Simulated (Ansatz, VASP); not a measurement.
# Two plane-wave programs on Rh

INCAR

```
  ALGO = Fast
  EDIFF = 1E-6
  ENCUT = 520
  GGA = PS
  ISIF = 2
  ISMEAR = 0
  LASPH = T
  LCHARG = F
  LREAL = F
  LWAVE = F
  NBANDS = 54
  NELM = 100
  PREC = Accurate
  SIGMA = 0.15
```

Contents of KPOINTS:

```
k-points
0
Gamma
  25 25 5
```

The input POSCAR:

```
Rh
1.0
    1.8899965795     -1.8899965795      0.0000000000
    1.8899965795      0.0000000000     -1.8899965795
    8.7146868564      8.7146868564      8.7146868564
Rh
6
Direct
    0.6666666667      0.6666666667      0.0722771650
    0.0000000000      0.0000000000      0.7951933985
    0.3333333333      0.3333333333      0.2168604117
    0.6666666667      0.6666666667      0.5060269051
    0.0000000000      0.0000000000      0.3614436584
    0.3333333333      0.3333333333      0.6506101518
```

Input for Ansatz:

```yaml
crystal:
  lattice:
    - [1.8899965795, -1.8899965795, 0.0]
    - [1.8899965795, 0.0, -1.8899965795]
    - [8.7146868564, 8.7146868564, 8.7146868564]
  atoms:
    - { symbol: Rh, position: [0.6666666667, 0.6666666667, 0.072277165] }
    - { symbol: Rh, position: [0.0, 0.0, 0.7951933985] }
    - { symbol: Rh, position: [0.3333333333, 0.3333333333, 0.2168604117] }
    - { symbol: Rh, position: [0.6666666667, 0.6666666667, 0.5060269051] }
    - { symbol: Rh, position: [0.0, 0.0, 0.3614436584] }
    - { symbol: Rh, position: [0.3333333333, 0.3333333333, 0.6506101518] }
basis:
  ecutwfc: 420
kpoints:
  mp_grid: { grid: [25, 25, 5] }
hamiltonian:
  xc: pbesol
scf:
  occupations: { method: gaussian, width: 0.15 }
output:
  forces: true
  stress: true
  eigenvalues: true
```

Alike in both runs: task single point; functional PBEsol; k mesh 25 × 25 × 5; occupations gaussian, width 0.15 eV; no spin polarisation.

|  | VASP | Ansatz |
| --- | --- | --- |
| version | VASP 6.6.1 | Ansatz 0.2.0 |
| potentials or method | VASP PAW PBE potentials, release 64 (Rh_pv), cutoff 520 eV | scalar-relativistic, plane waves, PAW |
| valence electrons in the cell | 90 | 102 |

|  | VASP | Ansatz | Ansatz less VASP |
| --- | --- | --- | --- |
| gap on the k mesh at the Fermi level (eV) | none | none | - |
| pressure (GPa) | -5.1 | -5.0 | +0.05 |
| traceless stress, the component that is largest in VASP (GPa) | -0.16 | -0.16 | -0.004 |
| rms of the force components (eV/Å) | 0.120 | 0.118 | -0.0014 |

VASP's potentials were made for PBE, not for PBEsol. Atom by atom the forces differ by 0.002 eV/Å (rms over components). A gap of «none» marks a metal or a gap that the smearing closes. With one functional, cell and mesh, what is left measures potentials, basis and numerics. VASP's potentials hold 90 valence electrons a cell and Ansatz's 102, so a difference there can come from the potentials and not from the codes.
